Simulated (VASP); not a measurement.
# SiC in VASP: a series of runs

Runs on SiC. Level: r2SCAN. Tasks: single point, relaxation of cell and atoms.

Program: VASP 6.6.1. These are calculated values, not measurements. Logs are shortened: lines on timing, memory, paths and dates and some standing lists are left out, and cuts for length are marked.

## (1) The cell of the first run

Symmetry: I-4m2, No. 119, tetragonal system. The conventional cell has a = 3.142 Å, b = 3.142 Å, c = 4.304 Å, α = 90.00°, β = 90.00°, γ = 90.00°. Within 2.5 Å of Si (site symmetry -4m2) lie 4 C at 1.90 Å. C (site symmetry -4m2) has 4 Si at 1.90 Å within 2.5 Å.

## (2) Single point, r2SCAN (in-plane strain +0.02)

POSCAR reads:

```
SiC
1.0
    2.2217334303      2.2217334303      0.0000000000
   -2.2217334303      2.2217334303      0.0000000000
    0.0000000000      2.2217334303      2.1520319894
Si C
1 1
Direct
    0.0000000000      0.0000000000      0.0000000000
    0.7500000000      0.2500000000      0.5000000000
```

INCAR.step1 reads:

```
PREC = Accurate ; ENCUT = 520
ISMEAR = 0 ; SIGMA = 0.01
LREAL = F ; LASPH = T
NELM = 60 ; NBANDS = 11
GGA = PE ; ALGO = Normal
EDIFF = 1E-4 ; LWAVE = T
LCHARG = F
```

INCAR.step2 reads:

```
PREC = Accurate ; ENCUT = 520
EDIFF = 1E-7 ; ISMEAR = 0
SIGMA = 0.01 ; LREAL = F
LASPH = T ; NELM = 60
ALGO = Normal ; ISIF = 2
LWAVE = F ; LCHARG = F
METAGGA = R2SCAN ; LMIXTAU = T
NBANDS = 11 ; ISTART = 1
```

KPOINTS reads:

```
Automatic mesh
0
Gamma
  10 10 10
```

Potentials or basis: VASP PAW PBE potentials, release 64 (Si, C).

Launch:

```bash
$ cat potpaw_PBE.64/Si/POTCAR potpaw_PBE.64/C/POTCAR > POTCAR
$ cp INCAR.step1 INCAR
$ mpirun -np 1 vasp_std > vasp.out
$ cp INCAR.step2 INCAR
$ mpirun -np 1 vasp_std > vasp.out
```

OUTCAR:

```text
PREC = Accurate
   ENCUT = 520
   EDIFF = 1E-7
   ISMEAR = 0
   LREAL = F
   LASPH = T
   NELM = 60
   ISIF = 2
   METAGGA = R2SCAN
   ISTART = 1

 ion  position               nearest neighbor table
   1  0.000  0.000  0.000-   2 1.90   2 1.90   2 1.90   2 1.90
   2  0.750  0.250  0.500-   1 1.90   1 1.90   1 1.90   1 1.90

  LATTYP: Found a body centered tetragonal cell.
 ALAT       =     3.1420055491
 C/A-ratio  =     1.3698460781

  Lattice vectors:

 A1 = (   2.2217334303,   0.0000000000,  -2.1520319894)
 A2 = (  -2.2217334303,   0.0000000000,  -2.1520319894)
 A3 = (   0.0000000000,   2.2217334303,   2.1520319894)

Analysis of symmetry for initial positions (statically):
=====================================================================
 Subroutine PRICEL returns:
 Original cell was already a primitive cell.

 Routine SETGRP: Setting up the symmetry group for a
 body centered tetragonal supercell.

 Subroutine GETGRP returns: Found  8 space group operations
 (whereof  8 operations were pure point group operations)
 out of a pool of 16 trial point group operations.

The static configuration has the point symmetry D_2d.

Analysis of symmetry for dynamics (positions and initial velocities):
=====================================================================
 Subroutine PRICEL returns:
 Original cell was already a primitive cell.

 Routine SETGRP: Setting up the symmetry group for a
 body centered tetragonal supercell.

 Subroutine GETGRP returns: Found  8 space group operations
 (whereof  8 operations were pure point group operations)
 out of a pool of 16 trial point group operations.

The dynamic configuration has the point symmetry D_2d.

 Subroutine INISYM returns: Found  8 space group operations
 (whereof  8 operations are pure point group operations),
 and found     1 'primitive' translations

----------------------------------------------------------------------------------------

                                     Primitive cell

  volume of cell :      21.2453

  direct lattice vectors                    reciprocal lattice vectors
     2.221733430  2.221733430  0.000000000     0.225049501  0.225049501 -0.232338554
    -2.221733430  2.221733430  0.000000000    -0.225049501  0.225049501 -0.232338554
     0.000000000  2.221733430  2.152031989     0.000000000  0.000000000  0.464677107

  length of vectors
     3.142005549  3.142005549  3.093111883     0.394050453  0.394050453  0.464677107

  position of ions in fractional coordinates (direct lattice)
     0.000000000  0.000000000  0.000000000
     0.750000000  0.250000000  0.500000000

  ion indices of the primitive-cell ions
   primitive index   ion index
                 1           1
                 2           2

----------------------------------------------------------------------------------------

 KPOINTS: Automatic mesh

Automatic generation of k-mesh.
 Grid dimensions read from file:
 generate k-points for:   10   10   10

 Generating k-lattice:

  Cartesian coordinates                     Fractional coordinates (reciprocal lattice)
     0.022504950  0.022504950 -0.023233855     0.100000000  0.000000000  0.000000000
    -0.022504950  0.022504950 -0.023233855     0.000000000  0.100000000  0.000000000
     0.000000000  0.000000000  0.046467711     0.000000000  0.000000000  0.100000000

  Length of vectors
     0.039405045  0.039405045  0.046467711

  Shift w.r.t. Gamma in fractional coordinates (k-lattice)
     0.000000000  0.000000000  0.000000000

 Subroutine IBZKPT returns following result:
 ===========================================

 Found    102 irreducible k-points:

 Following reciprocal coordinates:
            Coordinates               Weight
  0.000000  0.000000  0.000000      1.000000
  0.100000  0.000000 -0.000000      8.000000
  0.200000  0.000000 -0.000000      8.000000
  0.300000  0.000000 -0.000000      8.000000
  0.400000  0.000000 -0.000000      8.000000
  0.500000  0.000000 -0.000000      4.000000
[... 16 lines left out ...]
  0.300000  0.300000 -0.000000      8.000000
  0.400000  0.300000 -0.000000     16.000000
 [... further k-points ...]
   k-points           NKPTS =    102   k-points in BZ     NKDIM =    102   number of bands    NBANDS=     11
   number of dos      NEDOS =    301   number of ions     NIONS =      2
   total plane-waves  NPLWV =  13824
   dimension x,y,z NGX =    24 NGY =   24 NGZ =   24
   dimension x,y,z NGXF=    48 NGYF=   48 NGZF=   48
   ions per type =               1   1
   NGX,Y,Z   is equivalent  to a cutoff of  12.70, 12.70, 12.90 a.u.
   NGXF,Y,Z  is equivalent  to a cutoff of  25.40, 25.40, 25.80 a.u.
 SYSTEM =  unknown system
   PREC   = accura    normal or accurate (medium, high low for compatibility)
   ISTART =      1    job   : 0-new  1-cont  2-samecut
   ICHARG =      0    charge: 1-file 2-atom 10-const
   ISPIN  =      1    spin polarized calculation?
   LNONCOLLINEAR =      F non collinear calculations
   LSORBIT =      F    spin-orbit coupling
   LASPH  =      T    aspherical Exc in radial PAW
   ENCUT  =  520.0 eV  38.22 Ry    6.18 a.u.   5.84  5.84  5.75*2*pi/ulx,y,z
   NELM   =     60;   NELMIN=  2; NELMDL=  0     # of ELM steps
   EDIFF  = 0.1E-06   stopping-criterion for ELM
   LREAL  =      F    real-space projection
   EDIFFG = 0.1E-05   stopping-criterion for IOM
   NSW    =      0    number of steps for IOM
   IBRION =     -1    ionic relax: 0-MD 1-quasi-New 2-CG
   NFREE  =      0    steps in history (QN), initial steepest desc. (CG)
   ISIF   =      2    stress and relaxation
   ISYM   =      2    0-nonsym 1-usesym 2-fastsym
   POTIM  = 0.5000    time-step for ionic-motion
   TEBEG  =    0.0;   TEEND  =   0.0 temperature during run
   PSTRESS=    0.0 pullay stress
   NELECT =       8.0000    total number of electrons
   NUPDOWN=      -1.0000    fix difference up-down
   EMIN   =  10.00;   EMAX   =-10.00  energy-range for DOS
   EFERMI =   0.00;   METHOD = LEGACY
   ISMEAR =     0;   SIGMA  =   0.01  broadening in eV -4-tet -1-fermi 0-gaus
   EFERMI_NEDOS =   21; number of points for ismear=-14 and -15
   IALGO  =     38    algorithm
   IMIX   =      4    mixing-type and parameters
     AMIX     =   0.40;   BMIX     =  1.00
     AMIX_MAG =   1.60;   BMIX_MAG =  1.00
  volume/ion in A,a.u.               =      10.62        71.69
  Fermi-wavevector in a.u.,A,eV,Ry     =   1.182181  2.233998 19.014846  1.397552
  Thomas-Fermi vector in A             =   2.318440
   LORBIT       =      0    0 simple, 1 ext, 2 COOP (PROOUT), +10 PAW based schemes
   METAGGA = R2SCAN    functional components
   LHFCALC =     F    Hartree Fock is set to
   AEXX    =    0.0000 exact exchange contribution
   IVDW    =     0    specifies the selected vdW correction
   LEPSILON=     F    determine dielectric tensor
   LRPA    =     F    only Hartree local field effects (RPA)
 non-spin polarized calculation
 Gauss-broadening in eV      SIGMA  =   0.01
  energy-cutoff  :      520.00
  volume of cell :       21.25
 maximum number of plane-waves:       586
   NGX = 11   NGY = 11   NGZ = 11

 number of electron       8.0000001 magnetization

 Free energy of the ion-electron system (eV)
  ---------------------------------------------------
  ext. energy  EPLUGINS =         0.00000000
  ---------------------------------------------------
  free energy    TOTEN  =       -19.30362821 eV

  energy without entropy =      -19.30362821  energy(sigma->0) =      -19.30362821

 E-fermi :   7.9257     XC(G=0): -11.8175

 val. band max:        7.8361733501   @ k =   0.0000   0.0000   0.0000
 cond. band min:       9.2445840651   @ k =   0.0000   0.0000   0.5000
 fundamental gap:      1.4084107151
 Fermi energy:         7.9257156117

 k-point     1 :       0.0000    0.0000    0.0000
  band No.  band energies     occupation
      1      -8.2789      2.00000
      2       7.6240      2.00000
      3       7.6240      2.00000
      4       7.8362      2.00000
      5      14.1881      0.00000
      6      15.2829      0.00000
      7      15.3840      0.00000
      8      15.3840      0.00000
      9      22.2477      0.00000
     10      23.1811      0.00000
     11      25.0280      0.00000

 k-point     2 :       0.1000    0.0000   -0.0000
  band No.  band energies     occupation
      1      -8.0806      2.00000
      2       6.6418      2.00000
      3       7.4695      2.00000
      4       7.6479      2.00000
      5      14.4824      0.00000
      6      15.5027      0.00000
      7      15.6229      0.00000
      8      15.7332      0.00000
      9      21.4369      0.00000
     10      22.1526      0.00000
     11      24.8855      0.00000

 k-point     3 :       0.2000    0.0000   -0.0000
  band No.  band energies     occupation
      1      -7.4958      2.00000
      2       4.4635      2.00000
      3       7.1141      2.00000
      4       7.3553      2.00000
      5      14.1899      0.00000
      6      15.9179      0.00000
      7      16.0411      0.00000
      8      16.9896      0.00000
      9      20.9838      0.00000
     10      21.3261      0.00000
     11      23.9881      0.00000

 k-point     4 :       0.3000    0.0000   -0.0000
  band No.  band energies     occupation
      1      -6.5659      2.00000
      2       2.0992      2.00000
      3       6.7461      2.00000
      4       7.0591      2.00000
      5      13.7521      0.00000
      6      15.6830      0.00000
      7      16.0834      0.00000
      8      18.0976      0.00000
      9      21.9501      0.00000
     10      22.0637      0.00000
     11      23.6918      0.00000
[... 239 lines left out ...]
 k-point    22 :      -0.2000    0.2000    0.0000
  band No.  band energies     occupation
      1      -7.2540      2.00000
      2       5.0975      2.00000
      3       6.2175      2.00000
      4       6.3468      2.00000
      5      13.0709      0.00000
      6      15.2325      0.00000
      7      17.4909      0.00000
      8      18.0833      0.00000
      9      18.8472      0.00000
     10      24.0936      0.00000
     11      27.5484      0.00000

 k-point    23 :       0.3000    0.3000   -0.0000
  band No.  band energies     occupation
      1      -4.2101      2.00000
      2       0.7058      2.00000
      3       2.2700      2.00000
      4       5.9574      2.00000
      5      12.7432      0.00000
      6      17.4696      0.00000
      7      18.4054      0.00000
      8      18.9528      0.00000
      9      21.7523      0.00000
     10      22.4172      0.00000
     11      29.3548      0.00000

 k-point    24 :       0.4000    0.3000   -0.0000
  band No.  band energies     occupation
      1      -3.6466      2.00000
      2       0.1477      2.00000
      3       2.3149      2.00000
      4       5.4268      2.00000
      5      11.8749      0.00000
      6      17.0390      0.00000
      7      19.0552      0.00000
      8      19.7842      0.00000
      9      21.5724      0.00000
     10      23.9233      0.00000
     11      29.8392      0.00000

 [... further k-points ...]
[... 5 lines left out ...]
  --------------------------------------------------------------------------------------
  -------------------------------------------------------------------------------------
  Total       -1.1852674     -1.1852674     -0.0797137      0.0000000      0.0000000     -0.0000000
  in kB      -89.3849336    -89.3849336     -6.0114743      0.0000000      0.0000000     -0.0000000
  external PRESSURE =     -61.5937805 kB  Pullay stress =       0.0000000 kB

 VOLUME and BASIS-vectors are now :
 -----------------------------------------------------------------------------
  energy-cutoff  :      520.00
  volume of cell :       21.25
      direct lattice vectors                 reciprocal lattice vectors
     2.221733430  2.221733430  0.000000000     0.225049501  0.225049501 -0.232338554
    -2.221733430  2.221733430  0.000000000    -0.225049501  0.225049501 -0.232338554
     0.000000000  2.221733430  2.152031989     0.000000000  0.000000000  0.464677107

 POSITION                                       TOTAL-FORCE (eV/Angst)
 -----------------------------------------------------------------------------------
      0.00000      0.00000      0.00000        -0.000000     -0.000000      0.000000
      1.11087      3.33260      1.07602         0.000000      0.000000      0.000000
 -----------------------------------------------------------------------------------
    total drift:                                0.000001      0.000000     -0.000000

  FREE ENERGIE OF THE ION-ELECTRON SYSTEM (eV)
  ---------------------------------------------------
  free  energy   TOTEN  =       -19.3036282082 eV

  energy  without entropy=      -19.3036282082  energy(sigma->0) =      -19.30362821
```

Run time: 55 s. Hardware: 1 thread of Intel Xeon 6975P-C, shared host; peak memory 0.15 GiB.

Results:

```yaml
Free_energy: -19.3036 eV
Pressure: -6.2 GPa
Band_gap_on_the_k_mesh: 1.41 eV, indirect (least direct gap 4.98 eV)
```

Caveat: the cell differs from its parent crystal (in-plane strain +0.02); the PAW data sets were made with another functional, which shifts forces and pressure a little. A k mesh can miss the band edges.

(Continued in part 2 of 2.)
